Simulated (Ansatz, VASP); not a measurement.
# H in VASP and in Ansatz

```xyz
2
Lattice="10.0000 0.0000 0.0000 0.0000 10.0000 0.0000 0.0000 0.0000 10.0000" Properties=species:S:1:pos:R:3 pbc="T T T"
H     5.0000    5.0000    4.6300
H     5.0000    5.0000    5.3700
```

Alike in both runs: task single point; functional HSE06; k mesh 1 × 1 × 1; occupations gaussian, width 0.02 eV; no spin polarisation.

|  | VASP | Ansatz |
| --- | --- | --- |
| version | VASP 6.6.1 | Ansatz 0.2.0 |
| potentials or method | VASP PAW PBE potentials, release 64 (H) | scalar-relativistic, plane waves, PAW |
| plane-wave cutoff (eV) | 400 | 420 |
| valence electrons in the cell | 2 | 2 |

Ansatz gave:

```
gap on the k mesh at the Fermi level (eV) : 11.43
```

**Question.** What did VASP give for the same quantities?

**Answer.** gap on the k mesh at the Fermi level (eV): 11.33.
